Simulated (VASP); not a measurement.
# NaH (Fm-3m) in VASP: notebook

The runs below take NaH through electric field gradients, with PBE.

Program: VASP 6.6.1. These are calculated values, not measurements. Logs are shortened: lines on timing, memory, paths and dates and some standing lists are left out, and cuts for length are marked.

### 1 The cell of the first run

Symmetry: Fm-3m, No. 225, cubic system. The conventional cell has a = 4.814 Å, b = 4.814 Å, c = 4.814 Å, α = 90.00°, β = 90.00°, γ = 90.00°. Na (site symmetry m-3m) has 6 H at 2.41 Å within 3.2 Å. H (site symmetry m-3m) has 6 Na at 2.41 Å within 3.2 Å.

### 2 Electric field gradients, PBE (13.95 Å³/atom)

The input, INCAR:

```
  PREC = Accurate
  ENCUT = 520
  EDIFF = 1E-8
  ISMEAR = -1
  SIGMA = 0.03
  LREAL = False
  LASPH = True
  NELM = 100
  ALGO = Normal
  ISIF = 2
  LWAVE = False
  LCHARG = False
  GGA = PE
  LEFG = True
  NBANDS = 11
```

The input, KPOINTS:

```
regular mesh
0
Gamma
  9 9 9
```

The input, POSCAR:

```
NaH
1.0
    0.0000000000      2.4070229846      2.4070229846
    2.4070229846      0.0000000000      2.4070229846
    2.4070229846      2.4070229846      0.0000000000
Na H
1 1
Direct
    0.0000000000      0.0000000000      0.0000000000
    0.5000000000      0.5000000000      0.5000000000
```

Potentials or basis: VASP PAW PBE potentials, release 64 (Na_pv, H).

Launch:

```sh
$ cat potpaw_PBE.64/Na_pv/POTCAR potpaw_PBE.64/H/POTCAR > POTCAR
$ mpirun -np 1 vasp_std > vasp.out
```

OUTCAR:

```text
PREC = Accurate
   ENCUT = 520
   EDIFF = 1E-8
   ISMEAR = -1
   LREAL = False
   LASPH = True
   NELM = 100
   ISIF = 2
   GGA = PE

 ion  position               nearest neighbor table
   1  0.000  0.000  0.000-
   2  0.500  0.500  0.500-

  LATTYP: Found a face centered cubic cell.
 ALAT       =     4.8140459692

  Lattice vectors:

 A1 = (   0.0000000000,   2.4070229846,   2.4070229846)
 A2 = (   2.4070229846,   0.0000000000,   2.4070229846)
 A3 = (   2.4070229846,   2.4070229846,   0.0000000000)

Analysis of symmetry for initial positions (statically):
=====================================================================
 Subroutine PRICEL returns:
 Original cell was already a primitive cell.

 Routine SETGRP: Setting up the symmetry group for a
 face centered cubic supercell.

 Subroutine GETGRP returns: Found 48 space group operations
 (whereof 48 operations were pure point group operations)
 out of a pool of 48 trial point group operations.

The static configuration has the point symmetry O_h .

Analysis of symmetry for dynamics (positions and initial velocities):
=====================================================================
 Subroutine PRICEL returns:
 Original cell was already a primitive cell.

 Routine SETGRP: Setting up the symmetry group for a
 face centered cubic supercell.

 Subroutine GETGRP returns: Found 48 space group operations
 (whereof 48 operations were pure point group operations)
 out of a pool of 48 trial point group operations.

The dynamic configuration has the point symmetry O_h .

 Subroutine INISYM returns: Found 48 space group operations
 (whereof 48 operations are pure point group operations),
 and found     1 'primitive' translations

----------------------------------------------------------------------------------------

                                     Primitive cell

  volume of cell :      27.8914

  direct lattice vectors                    reciprocal lattice vectors
     0.000000000  2.407022985  2.407022985    -0.207725478  0.207725478  0.207725478
     2.407022985  0.000000000  2.407022985     0.207725478 -0.207725478  0.207725478
     2.407022985  2.407022985  0.000000000     0.207725478  0.207725478 -0.207725478

[... 130 lines left out ...]

 E-fermi :  -0.3785     XC(G=0):  -7.8085

 val. band max:       -1.1422104679   @ k =  -0.3333   0.4444   0.1111
 cond. band min:       2.9440889615   @ k =  -0.4444   0.1111   0.0000
 fundamental gap:      4.0862994294
 Fermi energy:        -0.3784924993

 k-point     1 :       0.0000    0.0000    0.0000
  band No.  band energies     occupation
      1     -23.1591      2.00000
      2     -23.1591      2.00000
      3     -23.1591      2.00000
      4      -4.7270      2.00000
      5       9.4426      0.00000
      6      14.6110      0.00000
      7      14.6110      0.00000
      8      14.6110      0.00000
      9      15.4971      0.00000
     10      15.4971      0.00000
     11      15.4971      0.00000
[... 309 lines left out ...]
 k-point    24 :       0.4444    0.4444    0.0000
  band No.  band energies     occupation
      1     -23.2435      2.00000
      2     -23.1911      2.00000
      3     -23.1911      2.00000
      4      -1.4394      2.00000
      5       3.7995      0.00000
      6       9.0782      0.00000
      7       9.7301      0.00000
      8       9.7301      0.00000
      9      10.9689      0.00000
     10      22.4108      0.00000
     11      24.2322      0.00000

 [... further k-points ...]

------------------------ aborting loop because EDIFF is reached ----------------------------------------

  FORCE on cell =-STRESS in cart. coord.  units (eV):
  Direction    XX          YY          ZZ          XY          YZ          ZX
  --------------------------------------------------------------------------------------
  -------------------------------------------------------------------------------------
  Total        0.0404421      0.0404421      0.0404421     -0.0000000     -0.0000000      0.0000000
  in kB        2.3231311      2.3231311      2.3231311     -0.0000000     -0.0000000      0.0000000
  external PRESSURE =       2.3231311 kB  Pullay stress =       0.0000000 kB

 VOLUME and BASIS-vectors are now :
 -----------------------------------------------------------------------------
  energy-cutoff  :      520.00
  volume of cell :       27.89
      direct lattice vectors                 reciprocal lattice vectors
     0.000000000  2.407022985  2.407022985    -0.207725478  0.207725478  0.207725478
     2.407022985  0.000000000  2.407022985     0.207725478 -0.207725478  0.207725478
     2.407022985  2.407022985  0.000000000     0.207725478  0.207725478 -0.207725478

 POSITION                                       TOTAL-FORCE (eV/Angst)
 -----------------------------------------------------------------------------------
      0.00000      0.00000      0.00000         0.000000      0.000000      0.000000
      2.40702      2.40702      2.40702        -0.000000     -0.000000     -0.000000
 -----------------------------------------------------------------------------------
    total drift:                               -0.000000      0.000000      0.000000

  FREE ENERGIE OF THE ION-ELECTRON SYSTEM (eV)
  ---------------------------------------------------
  free  energy   TOTEN  =        -5.0872830532 eV

  energy  without entropy=       -5.0872830532  energy(sigma->0) =       -5.08728305

 Electric field gradients (V/A^2)
---------------------------------------------------------------------
 ion       V_xx      V_yy      V_zz      V_xy      V_xz      V_yz
---------------------------------------------------------------------
   1       0.000    -0.000    -0.000    -0.000    -0.000    -0.000
   2       0.000    -0.000    -0.000     0.001     0.001     0.001
---------------------------------------------------------------------

 Electric field gradients after diagonalization (V/A^2)
 (convention: |V_zz| > |V_xx| > |V_yy|)
----------------------------------------------------------------------
 ion       V_xx      V_yy      V_zz     asymmetry (V_yy - V_xx)/ V_zz
----------------------------------------------------------------------
   1       0.000     0.000    -0.001       0.000
   2      -0.001    -0.001     0.002       0.000
----------------------------------------------------------------------

           NMR quadrupolar parameters

 Cq : quadrupolar parameter    Cq=e*Q*V_zz/h
 eta: asymmetry parameters     (V_yy - V_xx)/ V_zz
 Q  : nuclear electric quadrupole moment in mb (millibarn)
----------------------------------------------------------------------
 ion       Cq(MHz)       eta       Q (mb)
----------------------------------------------------------------------
   1      -0.000       0.000       1.000
   2       0.000       0.000       1.000
----------------------------------------------------------------------
```

stdout:

```text
POSCAR found type information on POSCAR NaH
 POSCAR found :  2 types and       2 ions
 scaLAPACK will be used
 LDA part: xc-table for (Slater+PW92), standard interpolation
 POSCAR, INCAR and KPOINTS ok, starting setup
 FFT: planning ... GRIDC
 FFT: planning ... GRID_SOFT
 FFT: planning ... GRID
 WAVECAR not read
 entering main loop
ion   1

ion   2
```

Run time: 24 s. Hardware: 1 thread of AMD EPYC 7R13, shared host; peak memory 0.12 GiB.

What came out:

```yaml
Free_energy: -5.0873 eV
Pressure: 0.2 GPa
Band_gap_on_the_k_mesh: 4.09 eV (least direct gap 4.79 eV)
Largest_electric_field_gradient_by_atom: zero within the noise of the run
```

Caveat: an odd mesh through Γ misses points on the zone boundary, where band edges can lie.

### 3 Electric field gradients, PBE (14.24 Å³/atom)

This run uses another cell than the first one, of 14.24 Å³/atom.

The input, INCAR:

```
PREC = Accurate
ENCUT = 520
EDIFF = 1E-8
ISMEAR = -1
SIGMA = 0.03
LREAL = False
LASPH = True
NELM = 100
ALGO = Normal
ISIF = 2
LWAVE = False
LCHARG = False
GGA = PE
LEFG = True
NBANDS = 11
```

The input, KPOINTS:

```
Automatic mesh
0
Gamma
  9 9 9
```

The input, POSCAR:

```
NaH
1.0
    0.0000000000      2.4236236676      2.4236236676
    2.4236236676      0.0000000000      2.4236236676
    2.4236236676      2.4236236676      0.0000000000
Na H
1 1
Direct
    0.0000000000      0.0000000000      0.0000000000
    0.5000000000      0.5000000000      0.5000000000
```

Potentials or basis: VASP PAW PBE potentials, release 64 (Na_pv, H).

Launch:

```sh
$ cat potpaw_PBE.64/Na_pv/POTCAR potpaw_PBE.64/H/POTCAR > POTCAR
$ mpirun -np 1 vasp_std > vasp.out
```

OUTCAR:

```text
PREC = Accurate
   ENCUT = 520
   EDIFF = 1E-8
   ISMEAR = -1
   LREAL = False
   LASPH = True
   NELM = 100
   ISIF = 2
   GGA = PE

 ion  position               nearest neighbor table
   1  0.000  0.000  0.000-
   2  0.500  0.500  0.500-

  LATTYP: Found a face centered cubic cell.
 ALAT       =     4.8472473352

  Lattice vectors:

 A1 = (   0.0000000000,   2.4236236676,   2.4236236676)
 A2 = (   2.4236236676,   0.0000000000,   2.4236236676)
 A3 = (   2.4236236676,   2.4236236676,   0.0000000000)

Analysis of symmetry for initial positions (statically):
=====================================================================
 Subroutine PRICEL returns:
 Original cell was already a primitive cell.

 Routine SETGRP: Setting up the symmetry group for a
 face centered cubic supercell.

 Subroutine GETGRP returns: Found 48 space group operations
 (whereof 48 operations were pure point group operations)
 out of a pool of 48 trial point group operations.

The static configuration has the point symmetry O_h .

Analysis of symmetry for dynamics (positions and initial velocities):
=====================================================================
 Subroutine PRICEL returns:
 Original cell was already a primitive cell.

 Routine SETGRP: Setting up the symmetry group for a
 face centered cubic supercell.

 Subroutine GETGRP returns: Found 48 space group operations
 (whereof 48 operations were pure point group operations)
 out of a pool of 48 trial point group operations.

The dynamic configuration has the point symmetry O_h .

 Subroutine INISYM returns: Found 48 space group operations
 (whereof 48 operations are pure point group operations),
 and found     1 'primitive' translations

----------------------------------------------------------------------------------------

                                     Primitive cell

  volume of cell :      28.4725

  direct lattice vectors                    reciprocal lattice vectors
     0.000000000  2.423623668  2.423623668    -0.206302656  0.206302656  0.206302656
     2.423623668  0.000000000  2.423623668     0.206302656 -0.206302656  0.206302656
     2.423623668  2.423623668  0.000000000     0.206302656  0.206302656 -0.206302656

  length of vectors
     3.427521461  3.427521461  3.427521461     0.357326682  0.357326682  0.357326682

  position of ions in fractional coordinates (direct lattice)
     0.000000000  0.000000000  0.000000000
     0.500000000  0.500000000  0.500000000

  ion indices of the primitive-cell ions
   primitive index   ion index
                 1           1
                 2           2

----------------------------------------------------------------------------------------

 KPOINTS: Automatic mesh

Automatic generation of k-mesh.
 Grid dimensions read from file:
 generate k-points for:    9    9    9

 Generating k-lattice:

  Cartesian coordinates                     Fractional coordinates (reciprocal lattice)
[... 77 lines left out ...]
   IALGO  =     38    algorithm
   IMIX   =      4    mixing-type and parameters
     AMIX     =   0.40;   BMIX     =  1.00
     AMIX_MAG =   1.60;   BMIX_MAG =  1.00
  volume/ion in A,a.u.               =      14.24        96.07
  Fermi-wavevector in a.u.,A,eV,Ry     =   1.072251  2.026260 15.642909  1.149721
  Thomas-Fermi vector in A             =   2.208015
   LORBIT       =      0    0 simple, 1 ext, 2 COOP (PROOUT), +10 PAW based schemes
   GGA     = PE    functional components
   LHFCALC =     F    Hartree Fock is set to
   AEXX    =    0.0000 exact exchange contribution
   IVDW    =     0    specifies the selected vdW correction
   LEPSILON=     F    determine dielectric tensor
   LRPA    =     F    only Hartree local field effects (RPA)
 non-spin polarized calculation
  energy-cutoff  :      520.00
  volume of cell :       28.47
 maximum number of plane-waves:       779
 NGX is ok and might be reduce to    28
   NGX = 13   NGY = 13   NGZ = 13

 number of electron       8.0000002 magnetization

 Free energy of the ion-electron system (eV)
  ---------------------------------------------------
  ext. energy  EPLUGINS =         0.00000000
  ---------------------------------------------------
  free energy    TOTEN  =        -5.08750752 eV

  energy without entropy =       -5.08750752  energy(sigma->0) =       -5.08750752

 E-fermi :  -0.4241     XC(G=0):  -7.7394

 val. band max:       -1.2063909259   @ k =  -0.3333   0.4444   0.1111
 cond. band min:       2.8408855523   @ k =  -0.4444   0.1111   0.0000
 fundamental gap:      4.0472764783
 Fermi energy:        -0.4241244297

 k-point     1 :       0.0000    0.0000    0.0000
  band No.  band energies     occupation
      1     -23.2609      2.00000
      2     -23.2609      2.00000
      3     -23.2609      2.00000
      4      -4.7343      2.00000
      5       9.1959      0.00000
      6      14.3920      0.00000
      7      14.3920      0.00000
      8      14.3920      0.00000
      9      15.2277      0.00000
     10      15.2277      0.00000
     11      15.2277      0.00000
[... 309 lines left out ...]
 k-point    24 :       0.4444    0.4444    0.0000
  band No.  band energies     occupation
      1     -23.3396      2.00000
      2     -23.2908      2.00000
      3     -23.2908      2.00000
      4      -1.4974      2.00000
      5       3.6894      0.00000
      6       8.9351      0.00000
      7       9.5365      0.00000
      8       9.5365      0.00000
      9      10.6899      0.00000
     10      22.0291      0.00000
     11      23.8805      0.00000

 [... further k-points ...]

------------------------ aborting loop because EDIFF is reached ----------------------------------------

  FORCE on cell =-STRESS in cart. coord.  units (eV):
  Direction    XX          YY          ZZ          XY          YZ          ZX
  --------------------------------------------------------------------------------------
  -------------------------------------------------------------------------------------
  Total       -0.0441305     -0.0441305     -0.0441305      0.0000000     -0.0000000     -0.0000000
  in kB       -2.4832689     -2.4832689     -2.4832689      0.0000000     -0.0000000     -0.0000000
  external PRESSURE =      -2.4832689 kB  Pullay stress =       0.0000000 kB

 VOLUME and BASIS-vectors are now :
 -----------------------------------------------------------------------------
  energy-cutoff  :      520.00
  volume of cell :       28.47
      direct lattice vectors                 reciprocal lattice vectors
     0.000000000  2.423623668  2.423623668    -0.206302656  0.206302656  0.206302656
     2.423623668  0.000000000  2.423623668     0.206302656 -0.206302656  0.206302656
     2.423623668  2.423623668  0.000000000     0.206302656  0.206302656 -0.206302656

 POSITION                                       TOTAL-FORCE (eV/Angst)
 -----------------------------------------------------------------------------------
      0.00000      0.00000      0.00000         0.000000     -0.000000     -0.000000
      2.42362      2.42362      2.42362        -0.000000      0.000000      0.000000
 -----------------------------------------------------------------------------------
    total drift:                               -0.000000      0.000000      0.000000

  FREE ENERGIE OF THE ION-ELECTRON SYSTEM (eV)
  ---------------------------------------------------
  free  energy   TOTEN  =        -5.0875075170 eV

  energy  without entropy=       -5.0875075170  energy(sigma->0) =       -5.08750752

 Electric field gradients (V/A^2)
---------------------------------------------------------------------
 ion       V_xx      V_yy      V_zz      V_xy      V_xz      V_yz
---------------------------------------------------------------------
   1      -0.000     0.000     0.000     0.001     0.001     0.001
   2       0.000    -0.000     0.000     0.001     0.001     0.001
---------------------------------------------------------------------

 Electric field gradients after diagonalization (V/A^2)
 (convention: |V_zz| > |V_xx| > |V_yy|)
----------------------------------------------------------------------
 ion       V_xx      V_yy      V_zz     asymmetry (V_yy - V_xx)/ V_zz
----------------------------------------------------------------------
   1      -0.001    -0.001     0.001       0.000
   2      -0.001    -0.001     0.002       0.000
----------------------------------------------------------------------

           NMR quadrupolar parameters

 Cq : quadrupolar parameter    Cq=e*Q*V_zz/h
 eta: asymmetry parameters     (V_yy - V_xx)/ V_zz
 Q  : nuclear electric quadrupole moment in mb (millibarn)
----------------------------------------------------------------------
 ion       Cq(MHz)       eta       Q (mb)
----------------------------------------------------------------------
   1       0.000       0.000       1.000
   2       0.000       0.000       1.000
----------------------------------------------------------------------
```

OSZICAR:

```text
N       E                     dE             d eps       ncg     rms          rms(c)
DAV:   1     0.370502085115E+02    0.37050E+02   -0.47483E+03   773   0.770E+02
DAV:   2    -0.416635358002E+01   -0.41217E+02   -0.40380E+02   794   0.191E+02
DAV:   3    -0.550595100318E+01   -0.13396E+01   -0.13382E+01   965   0.335E+01
DAV:   4    -0.551408744682E+01   -0.81364E-02   -0.81359E-02   903   0.259E+00
DAV:   5    -0.551415834553E+01   -0.70899E-04   -0.70898E-04   921   0.248E-01    0.318E+00
DAV:   6    -0.517446317924E+01    0.33970E+00   -0.33070E-01   896   0.275E+00    0.147E+00
DAV:   7    -0.508278526600E+01    0.91678E-01   -0.32355E-01   866   0.213E+00    0.353E-01
DAV:   8    -0.508759232719E+01   -0.48071E-02   -0.10171E-02   848   0.952E-01    0.684E-02
DAV:   9    -0.508751827287E+01    0.74054E-04   -0.11656E-03   913   0.359E-01    0.230E-02
DAV:  10    -0.508750446293E+01    0.13810E-04   -0.63518E-05   875   0.499E-02    0.436E-03
DAV:  11    -0.508750774784E+01   -0.32849E-05   -0.61149E-06   874   0.111E-02    0.314E-03
DAV:  12    -0.508750750705E+01    0.24080E-06   -0.23074E-07   903   0.315E-03    0.269E-04
DAV:  13    -0.508750751704E+01   -0.99988E-08   -0.59875E-09   878   0.570E-04
   1 F= -.50875075E+01 E0= -.50875075E+01  d E =-.366016E-12
```

Wall time 20 s (1 thread of AMD EPYC 7R13, shared host); peak memory 0.12 GiB.

Results:

* Free energy: -5.0875 eV
* Pressure: -0.2 GPa
* Band gap on the k mesh: 4.05 eV (least direct gap 4.75 eV)
* Largest electric field gradient by atom: zero within the noise of the run

Caveat: an odd mesh through Γ misses points on the zone boundary, where band edges can lie.
